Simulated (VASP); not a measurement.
# BN (I-4m2) in VASP: a series of runs

The runs below take BN through single point, relaxation of cell and atoms, with PBE.

Program: VASP 6.6.1. These are calculated values, not measurements. Logs are shortened: lines on timing, memory, paths and dates and some standing lists are left out, and cuts for length are marked.

## Step 1: The cell of the first run

The structure is tetragonal, space group I-4m2 (No. 119). The conventional cell has a = 2.596 Å, b = 2.596 Å, c = 10.504 Å, α = 90.00°, β = 90.00°, γ = 90.00°. B (site symmetry 2mm) has 4 N at 1.49 to 1.76 Å within 2.0 Å. Within 2.0 Å of B (site symmetry -4m2) lie 4 N at 1.48 Å. N (site symmetry -4m2) has 4 B at 1.76 Å within 2.3 Å. Within 2.0 Å of N (site symmetry 2mm) lie 4 B at 1.48 to 1.49 Å.

## Step 2: Single point, PBE

INCAR

```
PREC = Accurate ; ENCUT = 600
EDIFF = 1E-6 ; ISMEAR = 0
SIGMA = 0.1 ; LREAL = False
LASPH = True ; NELM = 120
ALGO = Normal ; ISIF = 2
LWAVE = False ; LCHARG = False
GGA = PE ; NBANDS = 21
GGA_COMPAT = False
```

KPOINTS

```
Automatic mesh
0
Gamma
  10 10 10
```

POSCAR

```
BN
1.0
   -1.2981601100      1.2981601100      5.2522462800
    1.2981601100     -1.2981601100      5.2522462800
    1.2981601100      1.2981601100     -5.2522462800
B N
3 3
Direct
    0.6362379000      0.6362379000      0.0000000000
    0.3637621000      0.3637621000      0.0000000000
    0.0000000000      0.0000000000      0.0000000000
    0.7500000000      0.2500000000      0.5000000000
    0.4326919200      0.9326919200      0.5000000000
    0.0673080800      0.5673080800      0.5000000000
```

Potentials or basis: VASP PAW PBE potentials, release 64 (B, N).

Command:

```
$ cat potpaw_PBE.64/B/POTCAR potpaw_PBE.64/N/POTCAR > POTCAR
$ mpirun -np 1 vasp_std > vasp.out
```

OUTCAR:

```text
PREC = Accurate
   ENCUT = 600
   EDIFF = 1E-6
   ISMEAR = 0
   LREAL = False
   LASPH = True
   NELM = 120
   ISIF = 2
   GGA = PE

 ion  position               nearest neighbor table
   1  0.636  0.636  0.000-   6 1.49   6 1.49   4 1.76   4 1.76
   2  0.364  0.364  0.000-   5 1.49   5 1.49   4 1.76   4 1.76
   3  0.000  0.000  0.000-   6 1.48   5 1.48   6 1.48   5 1.48
   4  0.750  0.250  0.500-   2 1.76   1 1.76   2 1.76   1 1.76
   5  0.433  0.933  0.500-   3 1.48   3 1.48   2 1.49   2 1.49
   6  0.067  0.567  0.500-   3 1.48   3 1.48   1 1.49   1 1.49

  LATTYP: Found a body centered tetragonal cell.
 ALAT       =     2.5963202200
 C/A-ratio  =     4.0459156305

  Lattice vectors:

 A1 = (  -1.2981601100,   1.2981601100,   5.2522462800)
 A2 = (   1.2981601100,  -1.2981601100,   5.2522462800)
 A3 = (   1.2981601100,   1.2981601100,  -5.2522462800)

Analysis of symmetry for initial positions (statically):
=====================================================================
 Subroutine PRICEL returns:
 Original cell was already a primitive cell.

 Routine SETGRP: Setting up the symmetry group for a
 body centered tetragonal supercell.

 Subroutine GETGRP returns: Found  8 space group operations
 (whereof  8 operations were pure point group operations)
 out of a pool of 16 trial point group operations.

The static configuration has the point symmetry D_2d.

Analysis of symmetry for dynamics (positions and initial velocities):
=====================================================================
 Subroutine PRICEL returns:
 Original cell was already a primitive cell.

 Routine SETGRP: Setting up the symmetry group for a
 body centered tetragonal supercell.

 Subroutine GETGRP returns: Found  8 space group operations
 (whereof  8 operations were pure point group operations)
 out of a pool of 16 trial point group operations.

The dynamic configuration has the point symmetry D_2d.

 Subroutine INISYM returns: Found  8 space group operations
 (whereof  8 operations are pure point group operations),
 and found     1 'primitive' translations

----------------------------------------------------------------------------------------

                                     Primitive cell

  volume of cell :      35.4048

  direct lattice vectors                    reciprocal lattice vectors
    -1.298160110  1.298160110  5.252246280     0.000000000  0.385160502  0.095197364
[... 93 lines left out ...]
   NELM   =    120;   NELMIN=  2; NELMDL= -5     # of ELM steps
   EDIFF  = 0.1E-05   stopping-criterion for ELM
   LREAL  =      F    real-space projection
   EDIFFG = 0.1E-04   stopping-criterion for IOM
   NSW    =      0    number of steps for IOM
   IBRION =     -1    ionic relax: 0-MD 1-quasi-New 2-CG
   NFREE  =      0    steps in history (QN), initial steepest desc. (CG)
   ISIF   =      2    stress and relaxation
   ISYM   =      2    0-nonsym 1-usesym 2-fastsym
   POTIM  = 0.5000    time-step for ionic-motion
   TEBEG  =    0.0;   TEEND  =   0.0 temperature during run
   PSTRESS=    0.0 pullay stress
   NELECT =      24.0000    total number of electrons
   NUPDOWN=      -1.0000    fix difference up-down
   EMIN   =  10.00;   EMAX   =-10.00  energy-range for DOS
   EFERMI =   0.00;   METHOD = LEGACY
   ISMEAR =     0;   SIGMA  =   0.10  broadening in eV -4-tet -1-fermi 0-gaus
   EFERMI_NEDOS =   21; number of points for ismear=-14 and -15
   IALGO  =     38    algorithm
   IMIX   =      4    mixing-type and parameters
     AMIX     =   0.40;   BMIX     =  1.00
     AMIX_MAG =   1.60;   BMIX_MAG =  1.00
  volume/ion in A,a.u.               =       5.90        39.82
  Fermi-wavevector in a.u.,A,eV,Ry     =   1.438108  2.717629 28.138936  2.068153
  Thomas-Fermi vector in A             =   2.557111
   LORBIT       =      0    0 simple, 1 ext, 2 COOP (PROOUT), +10 PAW based schemes
   GGA     = PE    functional components
   LHFCALC =     F    Hartree Fock is set to
   AEXX    =    0.0000 exact exchange contribution
   IVDW    =     0    specifies the selected vdW correction
   LEPSILON=     F    determine dielectric tensor
   LRPA    =     F    only Hartree local field effects (RPA)
 non-spin polarized calculation
 Gauss-broadening in eV      SIGMA  =   0.10
  energy-cutoff  :      600.00
  volume of cell :       35.40
 maximum number of plane-waves:      1198
 NGX is ok and might be reduce to    48
   NGX = 23   NGY = 23   NGZ = 23

 number of electron      24.0000000 magnetization

 Free energy of the ion-electron system (eV)
  ---------------------------------------------------
  ext. energy  EPLUGINS =         0.00000000
  ---------------------------------------------------
  free energy    TOTEN  =       -48.23094324 eV

  energy without entropy =      -48.23094324  energy(sigma->0) =      -48.23094324

 E-fermi :   9.2756     XC(G=0): -12.8147

 val. band max:        8.7831033051   @ k =   0.0000   0.0000   0.0000
 cond. band min:      10.8991214769   @ k =   0.5000   0.5000  -0.0000
 fundamental gap:      2.1160181718
 Fermi energy:         9.2756171927

 k-point     1 :       0.0000    0.0000    0.0000
  band No.  band energies     occupation
      1     -14.5170      2.00000
      2     -10.0568      2.00000
      3      -7.3789      2.00000
      4      -0.1401      2.00000
      5      -0.1401      2.00000
      6       1.6986      2.00000
[... 565 lines left out ...]
     20      21.7244      0.00000
     21      22.4237      0.00000

 [... further k-points ...]
[... 5 lines left out ...]
  --------------------------------------------------------------------------------------
  -------------------------------------------------------------------------------------
  Total        6.1730890      6.1730890      3.6733722      0.0000000      0.0000000      0.0000000
  in kB      279.3518362    279.3518362    166.2317303      0.0000000      0.0000000      0.0000000
  external PRESSURE =     241.6451342 kB  Pullay stress =       0.0000000 kB

 VOLUME and BASIS-vectors are now :
 -----------------------------------------------------------------------------
  energy-cutoff  :      600.00
  volume of cell :       35.40
      direct lattice vectors                 reciprocal lattice vectors
    -1.298160110  1.298160110  5.252246280     0.000000000  0.385160502  0.095197364
     1.298160110 -1.298160110  5.252246280     0.385160502  0.000000000  0.095197364
     1.298160110  1.298160110 -5.252246280     0.385160502  0.385160502  0.000000000

 POSITION                                       TOTAL-FORCE (eV/Angst)
 -----------------------------------------------------------------------------------
      0.00000      0.00000      6.68336         0.000000     -0.000000     10.362607
      0.00000      0.00000      3.82114         0.000000     -0.000000    -10.362607
      0.00000      0.00000      0.00000        -0.000000      0.000000     -0.000000
      0.00000      1.29816      2.62612        -0.000000      0.000000     -0.000000
      1.29816     -0.00000      4.54521        -0.000000      0.000000     -2.943488
      1.29816      0.00000      0.70704        -0.000000      0.000000      2.943488
 -----------------------------------------------------------------------------------
    total drift:                                0.000000     -0.000000     -0.000000

  FREE ENERGIE OF THE ION-ELECTRON SYSTEM (eV)
  ---------------------------------------------------
  free  energy   TOTEN  =       -48.2309432421 eV

  energy  without entropy=      -48.2309432421  energy(sigma->0) =      -48.23094324
```

Run time: 2.3 min. Hardware: 1 thread of Intel Xeon 6975P-C (Granite Rapids), shared host; peak memory 0.33 GiB.

Results:

```
Free energy            : -48.2309 eV
Pressure               : 24.2 GPa
Largest force          : 10.363 eV/Å
Band gap on the k mesh : 2.12 eV (least direct gap 2.81 eV)
```

Forces on the atoms (eV/Å):
```
B     0.000   0.000  10.363
B     0.000   0.000 -10.363
B     0.000   0.000   0.000
N     0.000   0.000   0.000
N     0.000   0.000  -2.943
N     0.000   0.000   2.943
```

Caveat: the cell stands under pressure; forces of over 1 eV/Å act on the atoms, so gaps and moduli don't describe the material at rest.

## Step 3: Relaxation of cell and atoms, PBE

INCAR

```
ALGO = Normal ; EDIFF = 1E-7
EDIFFG = -0.04 ; ENCUT = 600
GGA = PE ; GGA_COMPAT = F
IBRION = 2 ; ISIF = 3
ISMEAR = 0 ; LASPH = T
LCHARG = F ; LREAL = F
LWAVE = F ; NELM = 120
NELMIN = 4 ; NSW = 90
PREC = Accurate ; SIGMA = 0.1
```

KPOINTS

```
k-points
0
Gamma
  10 10 10
```

POSCAR is that of step 2.

Potentials or basis: VASP PAW PBE potentials, release 64 (B, N).

Command:

```
$ cat potpaw_PBE.64/B/POTCAR potpaw_PBE.64/N/POTCAR > POTCAR
$ mpirun -np 1 vasp_std > vasp.out
```

Wall time 17 min (1 thread of Intel Xeon 6975P-C (Granite Rapids), shared host); peak memory 0.37 GiB.

The run converged. Its results:

```
Free energy                           : -52.3629 eV
Relaxed volume                        : 5.95 Å³/atom
Relaxed cell                          : a = 5.731 Å, b = 5.731 Å, c = 5.731 Å, α = 154.15°, β = 154.15°, γ = 36.88°
Space group after relaxing (to 0.1 Å) : F-43m (No. 216)
Energy gained by relaxing             : 688.7 meV/atom
Ionic steps                           : 11
Pressure after relaxing               : -0.1 GPa
Largest force after relaxing          : 0.027 eV/Å
Band gap on the k mesh                : 4.45 eV (least direct gap 5.29 eV)
```

Forces on the atoms (eV/Å):
```
B    0.000  0.000  0.027
B    0.000  0.000 -0.027
B    0.000  0.000  0.000
N    0.000  0.000  0.000
N    0.000  0.000 -0.010
N    0.000  0.000  0.010
```

Stress tensor (GPa, compression positive):
```
-0.20  0.00  0.00
 0.00 -0.20  0.00
 0.00  0.00 -0.03
```

The path:
| step | energy change (eV) | largest force (eV/Å) | pressure (GPa) | volume (Å³) |
| --- | --- | --- | --- | --- |
| 1 | 0.0000 | 10.3627 | 24.15 | 35.40 |
| 2 | -1.9878 | 6.9078 | -29.37 | 40.16 |
| 3 | -3.5354 | 3.3141 | -20.56 | 38.18 |
| 4 | -3.7747 | 3.3619 | 10.53 | 34.94 |
| 5 | -4.0591 | 0.6365 | -5.35 | 36.25 |
| 6 | -4.1255 | 0.2622 | 3.96 | 35.35 |
| 7 | -4.1271 | 0.1420 | 2.67 | 35.46 |
| 8 | -4.1304 | 0.2407 | -0.87 | 35.80 |
| 9 | -4.1316 | 0.1216 | 0.32 | 35.69 |
| 10 | -4.1317 | 0.0821 | -0.52 | 35.76 |
| 11 | -4.1320 | 0.0271 | -0.15 | 35.73 |

Final structure:
```cif
data_structure
_symmetry_space_group_name_H-M 'P 1'
_symmetry_Int_Tables_number 1
_cell_length_a 5.7311
_cell_length_b 5.7311
_cell_length_c 5.7311
_cell_angle_alpha 154.153
_cell_angle_beta 154.153
_cell_angle_gamma 36.877
_cell_volume 35.73
loop_
_atom_site_label
_atom_site_type_symbol
_atom_site_fract_x
_atom_site_fract_y
_atom_site_fract_z
_atom_site_occupancy
B1 B 0.66660 0.66660 0.00000 1
B2 B 0.33340 0.33340 0.00000 1
B3 B 0.00000 0.00000 0.00000 1
N1 N 0.75000 0.25000 0.50000 1
N2 N 0.41671 0.91671 0.50000 1
N3 N 0.08329 0.58329 0.50000 1
```

Levels at points of the mesh, in eV from the valence-band top:
| k point | band 8 | band 9 | band 10 | band 11 | band 12 | band 13 | band 14 | band 15 | band 16 |
| --- | --- | --- | --- | --- | --- | --- | --- | --- | --- |
| (0.00, 0.00, 0.00) | -3.99 | -3.99 | 0.00 | 0.00 | 0.00 | 5.67 | 5.68 | 8.78 | 8.78 |
| (0.50, 0.00, 0.00) | -4.24 | -2.05 | -2.04 | -1.93 | -1.92 | 9.85 | 9.85 | 10.04 | 10.66 |
| (0.50, 0.50, 0.00) | -6.14 | -6.10 | -6.10 | -4.86 | -4.86 | 4.45 | 7.74 | 7.74 | 9.18 |
| (0.50, 0.50, 0.50) | -2.07 | -1.74 | -1.74 | -1.73 | -1.73 | 4.45 | 7.71 | 7.71 | 9.18 |

A k mesh can miss the band edges.
